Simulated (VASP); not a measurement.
# Te2Mo (P6_3/mmc) in VASP: notebook, part 2 of 2

VASP 6.6.1. The steps go on from the part before.

### Step 3. Relaxation of cell and atoms, PBEsol

This run uses another cell than the first one, of 31.25 Å³/atom.

INCAR

```
SYSTEM = Te2Mo
PREC     = Accurate       ! precision mode
ENCUT    = 600            ! plane-wave cutoff, eV
EDIFF    = 1E-6           ! SCF threshold, eV
ISMEAR   = -1             ! smearing method
SIGMA    = 0.03           ! smearing width, eV
LREAL    = .FALSE.        ! projectors in reciprocal space
LASPH    = .TRUE.         ! aspherical terms in the spheres
NELM     = 60             ! most SCF steps
ALGO     = Normal         ! electronic algorithm
ISIF     = 3              ! what is computed and relaxed
LWAVE    = .FALSE.        ! write WAVECAR
LCHARG   = .FALSE.        ! write CHGCAR
GGA      = PS             ! functional
IBRION   = 2              ! ionic algorithm
NSW      = 100            ! ionic steps
EDIFFG   = -0.01          ! ionic threshold
```

KPOINTS

```
regular mesh
0
G
  6 6 2
  0 0 0
```

POSCAR

```
Te2Mo
1.0
    3.9606499400      0.0000000000      0.0000000000
   -1.9803249700      3.4300234635      0.0000000000
    0.0000000000      0.0000000000     13.8001825600
Mo Te
2 4
Direct
    0.3333333333      0.6666666667      0.2500000000
    0.6666666667      0.3333333333      0.7500000000
    0.6666666667      0.3333333333      0.3901101494
    0.6666666667      0.3333333333      0.1098898506
    0.3333333333      0.6666666667      0.8901101494
    0.3333333333      0.6666666667      0.6098898506
```

Potentials or basis: VASP PAW PBE potentials, release 64 (Mo_sv, Te).

On the command line:

```bash
$ cat potpaw_PBE.64/Mo_sv/POTCAR potpaw_PBE.64/Te/POTCAR > POTCAR
$ mpirun -np 1 vasp_std > vasp.out
```

OUTCAR:

```text
SYSTEM = Te2Mo
   PREC = Accurate
   ENCUT = 600
   EDIFF = 1E-6
   ISMEAR = -1
   LREAL = .FALSE.
   LASPH = .TRUE.
   NELM = 60
   ISIF = 3
   GGA = PS
   IBRION = 2
   NSW = 100
   EDIFFG = -0.01

 ion  position               nearest neighbor table
   1  0.333  0.667  0.250-   3 2.99   4 2.99   3 2.99   4 2.99   3 2.99   4 2.99
   2  0.667  0.333  0.750-   5 2.99   6 2.99   5 2.99   6 2.99   5 2.99   6 2.99
   3  0.667  0.333  0.390-   1 2.99   1 2.99   1 2.99
   4  0.667  0.333  0.110-   1 2.99   1 2.99   1 2.99
   5  0.333  0.667  0.890-   2 2.99   2 2.99   2 2.99
   6  0.333  0.667  0.610-   2 2.99   2 2.99   2 2.99

  LATTYP: Found a hexagonal cell.
 ALAT       =     3.9606499400
 C/A-ratio  =     3.4843227170

  Lattice vectors:

 A1 = (   3.9606499400,   0.0000000000,   0.0000000000)
 A2 = (  -1.9803249700,   3.4300234635,   0.0000000000)
 A3 = (   0.0000000000,   0.0000000000,  13.8001825600)

Analysis of symmetry for initial positions (statically):
=====================================================================
 Subroutine PRICEL returns:
 Original cell was already a primitive cell.

 Routine SETGRP: Setting up the symmetry group for a
 hexagonal supercell.

 Subroutine GETGRP returns: Found 24 space group operations
 (whereof 12 operations were pure point group operations)
 out of a pool of 24 trial point group operations.

The static configuration has the point symmetry D_3d.
 The point group associated with its full space group is D_6h.

Analysis of symmetry for dynamics (positions and initial velocities):
=====================================================================
 Subroutine PRICEL returns:
 Original cell was already a primitive cell.

 Routine SETGRP: Setting up the symmetry group for a
 hexagonal supercell.

 Subroutine GETGRP returns: Found 24 space group operations
 (whereof 12 operations were pure point group operations)
 out of a pool of 24 trial point group operations.

The dynamic configuration has the point symmetry D_3d.
 The point group associated with its full space group is D_6h.

 Subroutine INISYM returns: Found 24 space group operations
 (whereof 12 operations are pure point group operations),
 and found     1 'primitive' translations

----------------------------------------------------------------------------------------

                                     Primitive cell

  volume of cell :     187.4772

  direct lattice vectors                    reciprocal lattice vectors
     3.960649940  0.000000000  0.000000000     0.252483813  0.145771598  0.000000000
    -1.980324970  3.430023463  0.000000000     0.000000000  0.291543195  0.000000000
     0.000000000  0.000000000 13.800182560     0.000000000  0.000000000  0.072462810

  length of vectors
     3.960649940  3.960649940 13.800182560     0.291543195  0.291543195  0.072462810

  position of ions in fractional coordinates (direct lattice)
     0.333333333  0.666666667  0.250000000
     0.666666667  0.333333333  0.750000000
     0.666666667  0.333333333  0.390110149
     0.666666667  0.333333333  0.109889851
     0.333333333  0.666666667  0.890110149
     0.333333333  0.666666667  0.609889851

  ion indices of the primitive-cell ions
   primitive index   ion index
                 1           1
                 2           2
                 3           3
                 4           4
                 5           5
                 6           6

----------------------------------------------------------------------------------------

 KPOINTS: regular mesh

Automatic generation of k-mesh.
 Grid dimensions read from file:
 generate k-points for:    6    6    2

 Generating k-lattice:

  Cartesian coordinates                     Fractional coordinates (reciprocal lattice)
     0.042080636  0.024295266  0.000000000     0.166666667 -0.000000000  0.000000000
     0.000000000  0.048590533  0.000000000     0.000000000  0.166666667  0.000000000
     0.000000000  0.000000000  0.036231405     0.000000000  0.000000000  0.500000000

  Length of vectors
     0.048590533  0.048590533  0.036231405

  Shift w.r.t. Gamma in fractional coordinates (k-lattice)
     0.000000000  0.000000000  0.000000000

 Subroutine IBZKPT returns following result:
 ===========================================

 Found     14 irreducible k-points:

 Following reciprocal coordinates:
            Coordinates               Weight
  0.000000  0.000000  0.000000      1.000000
  0.166667 -0.000000  0.000000      6.000000
  0.333333  0.000000  0.000000      6.000000
  0.500000  0.000000  0.000000      3.000000
  0.166667  0.166667  0.000000      6.000000
  0.333333  0.166667  0.000000     12.000000
  0.333333  0.333333  0.000000      2.000000
  0.000000  0.000000  0.500000      1.000000
  0.166667 -0.000000  0.500000      6.000000
  0.333333  0.000000  0.500000      6.000000
  0.500000  0.000000  0.500000      3.000000
  0.166667  0.166667  0.500000      6.000000
  0.333333  0.166667  0.500000     12.000000
  0.333333  0.333333  0.500000      2.000000
   k-points           NKPTS =     14   k-points in BZ     NKDIM =     14   number of bands    NBANDS=     31
   number of dos      NEDOS =    301   number of ions     NIONS =      6
   total plane-waves  NPLWV = 114688
   dimension x,y,z NGX =    32 NGY =   32 NGZ =  112
   dimension x,y,z NGXF=    64 NGYF=   64 NGZF=  224
   ions per type =               2   4
   NGX,Y,Z   is equivalent  to a cutoff of  13.43, 13.43, 13.49 a.u.
   NGXF,Y,Z  is equivalent  to a cutoff of  26.86, 26.86, 26.98 a.u.
 SYSTEM =  Te2Mo
   PREC   = accura    normal or accurate (medium, high low for compatibility)
   ISTART =      0    job   : 0-new  1-cont  2-samecut
   ICHARG =      2    charge: 1-file 2-atom 10-const
   ISPIN  =      1    spin polarized calculation?
   LNONCOLLINEAR =      F non collinear calculations
   LSORBIT =      F    spin-orbit coupling
   LASPH  =      T    aspherical Exc in radial PAW
   ENCUT  =  600.0 eV  44.10 Ry    6.64 a.u.   7.91  7.91 27.56*2*pi/ulx,y,z
   NELM   =     60;   NELMIN=  2; NELMDL= -5     # of ELM steps
   EDIFF  = 0.1E-05   stopping-criterion for ELM
   LREAL  =      F    real-space projection
   EDIFFG = -.1E-01   stopping-criterion for IOM
   NSW    =    100    number of steps for IOM
   IBRION =      2    ionic relax: 0-MD 1-quasi-New 2-CG
   NFREE  =      1    steps in history (QN), initial steepest desc. (CG)
   ISIF   =      3    stress and relaxation
   ISYM   =      2    0-nonsym 1-usesym 2-fastsym
   POTIM  = 0.5000    time-step for ionic-motion
   TEBEG  =    0.0;   TEEND  =   0.0 temperature during run
   PSTRESS=    0.0 pullay stress
   NELECT =      52.0000    total number of electrons
   NUPDOWN=      -1.0000    fix difference up-down
   EMIN   =  10.00;   EMAX   =-10.00  energy-range for DOS
   EFERMI =   0.00;   METHOD = LEGACY
   ISMEAR =    -1;   SIGMA  =   0.03  broadening in eV -4-tet -1-fermi 0-gaus
   EFERMI_NEDOS =   21; number of points for ismear=-14 and -15
   IALGO  =     38    algorithm
   IMIX   =      4    mixing-type and parameters
     AMIX     =   0.40;   BMIX     =  1.00
     AMIX_MAG =   1.60;   BMIX_MAG =  1.00
  volume/ion in A,a.u.               =      31.25       210.86
  Fermi-wavevector in a.u.,A,eV,Ry     =   1.067644  2.017555 15.508789  1.139864
  Thomas-Fermi vector in A             =   2.203267
   LORBIT       =      0    0 simple, 1 ext, 2 COOP (PROOUT), +10 PAW based schemes
   GGA     = PS    functional components
   LHFCALC =     F    Hartree Fock is set to
   AEXX    =    0.0000 exact exchange contribution
   IVDW    =     0    specifies the selected vdW correction
   LEPSILON=     F    determine dielectric tensor
   LRPA    =     F    only Hartree local field effects (RPA)
 conjugate gradient relaxation of ions
 non-spin polarized calculation
  energy-cutoff  :      600.00
  volume of cell :      187.48
 maximum number of plane-waves:      6288
 NGX is ok and might be reduce to    32
   NGX = 15   NGY = 15   NGZ = 55

--------------------------------------- Ionic step        1  -------------------------------------------

 number of electron      52.0000000 magnetization

 Free energy of the ion-electron system (eV)
  ---------------------------------------------------
  ext. energy  EPLUGINS =         0.00000000
  ---------------------------------------------------
  free energy    TOTEN  =       -35.87722384 eV

  energy without entropy =      -35.87446748  energy(sigma->0) =      -35.87584566

 E-fermi :   5.8315     XC(G=0):  -9.6576

 val. band max:        5.5753988226   @ k =   0.0000   0.0000   0.5000
 cond. band min:       5.8617440470   @ k =   0.0000   0.0000   0.0000
 fundamental gap:      0.2863452243
 Fermi energy:         5.8315446831
[... 1070 lines left out ...]
  FREE ENERGIE OF THE ION-ELECTRON SYSTEM (eV)
  ---------------------------------------------------
  free  energy   TOTEN  =       -39.0270566057 eV

  energy  without entropy=      -39.0218694357  energy(sigma->0) =      -39.02446302

[... ionic steps 4 to 16 ...]

--------------------------------------- Ionic step       17  -------------------------------------------

 number of electron      52.0000003 magnetization

------------------------ aborting loop because EDIFF is reached ----------------------------------------
[... 75 lines left out ...]
--------------------------------------- Ionic step       19  -------------------------------------------

 number of electron      52.0000003 magnetization

 Free energy of the ion-electron system (eV)
  ---------------------------------------------------
  ext. energy  EPLUGINS =         0.00000000
  ---------------------------------------------------
  free energy    TOTEN  =       -39.39957896 eV

  energy without entropy =      -39.39957887  energy(sigma->0) =      -39.39957891

 E-fermi :   8.5424     XC(G=0): -10.6460

 val. band max:        8.1498316493   @ k =   0.0000   0.0000   0.0000
 cond. band min:       8.9734476246   @ k =   0.1667   0.1667   0.0000
 fundamental gap:      0.8236159753
 Fermi energy:         8.5423874760
[... 507 lines left out ...]
  FREE ENERGIE OF THE ION-ELECTRON SYSTEM (eV)
  ---------------------------------------------------
  free  energy   TOTEN  =       -39.3995789565 eV

  energy  without entropy=      -39.3995788697  energy(sigma->0) =      -39.39957891

 reached required accuracy - stopping structural energy minimisation
```

Run time: 16 min. Hardware: 1 thread of Intel Xeon Platinum 8488C (Sapphire Rapids), shared host; peak memory 0.4 GiB.

What came out:

| Property | Result |
| --- | --- |
| Free energy | -39.3996 eV |
| Relaxed volume | 24.64 Å³/atom |
| Relaxed cell | a = 3.495 Å, b = 3.495 Å, c = 13.975 Å, α = 90.00°, β = 90.00°, γ = 120.00° |
| Space group after relaxing (to 0.1 Å) | P6_3/mmc (No. 194) |
| Energy gained by relaxing | 587.1 meV/atom |
| Ionic steps | 19 |
| Pressure after relaxing | 0.0 GPa |
| Band gap on the k mesh | 0.82 eV (least direct gap 1.08 eV) |

Step by step:
| step | energy change (eV) | largest force (eV/Å) | pressure (GPa) | volume (Å³) |
| --- | --- | --- | --- | --- |
| 1 | 0.0000 | 2.4320 | -16.27 | 187.48 |
| 2 | 1.1149 | 5.8391 | 49.39 | 113.88 |
| 3 | -3.1498 | 0.1341 | -1.72 | 146.21 |
| 4 | -3.1612 | 0.0164 | -0.63 | 144.80 |
| 5 | -3.1625 | 0.1018 | 0.01 | 144.02 |
| 6 | -3.4111 | 0.0762 | 0.84 | 141.32 |
| 7 | -3.4465 | 0.2594 | 1.63 | 139.17 |
| 8 | -3.4510 | 0.2181 | 1.39 | 139.68 |
| 9 | -3.4670 | 0.4942 | -1.26 | 143.66 |
| 10 | -3.4688 | 0.4281 | -0.66 | 142.70 |
| 11 | -3.4889 | 0.3084 | -0.50 | 143.66 |
| 12 | -3.5133 | 0.0162 | -0.02 | 146.03 |
| 13 | -3.5141 | 0.0480 | 0.10 | 146.56 |
| 14 | -3.5200 | 0.0192 | -0.22 | 147.46 |
| 15 | -3.5212 | 0.0732 | -0.46 | 148.17 |
| 16 | -3.5205 | 0.0604 | 0.56 | 147.45 |
| 17 | -3.5223 | 0.0139 | -0.02 | 147.85 |
| 18 | -3.5223 | 0.0151 | -0.02 | 147.86 |
| 19 | -3.5224 | 0.0012 | 0.01 | 147.84 |

Final structure:
```
CELL_PARAMETERS angstrom
3.49497 0.00000 0.00000
-1.74749 3.02674 0.00000
0.00000 0.00000 13.97538
ATOMIC_POSITIONS crystal
Mo 0.33333 0.66667 0.25000
Mo 0.66667 0.33333 0.75000
Te 0.66667 0.33333 0.37929
Te 0.66667 0.33333 0.12071
Te 0.33333 0.66667 0.87929
Te 0.33333 0.66667 0.62071
```

Levels at points of the mesh, in eV from the valence-band top:
```
           k point  band 23  band 24  band 25  band 26  band 27  band 28  band 29  band 30
(0.00, 0.00, 0.00)    -0.96    -0.96    -0.33     0.00     3.02     3.02     3.15     3.15
(0.50, 0.00, 0.00)    -1.01    -0.96    -0.52    -0.23     1.35     1.41     1.50     1.87
(0.00, 0.00, 0.50)    -0.98    -0.98    -0.09    -0.09     3.06     3.06     3.06     3.06
(0.50, 0.00, 0.50)    -0.97    -0.97    -0.38    -0.38     1.37     1.37     1.70     1.70
```

Caveat: the volume moved by over 15 % at a fixed basis, so the end points are rough; the PAW data sets were made with another functional, which shifts forces and pressure a little; spin-orbit coupling is left out, which moves the levels of the heavy elements; this functional lacks dispersion, which binds layers or chains, so the pressure and a relaxed spacing across them are unreliable.
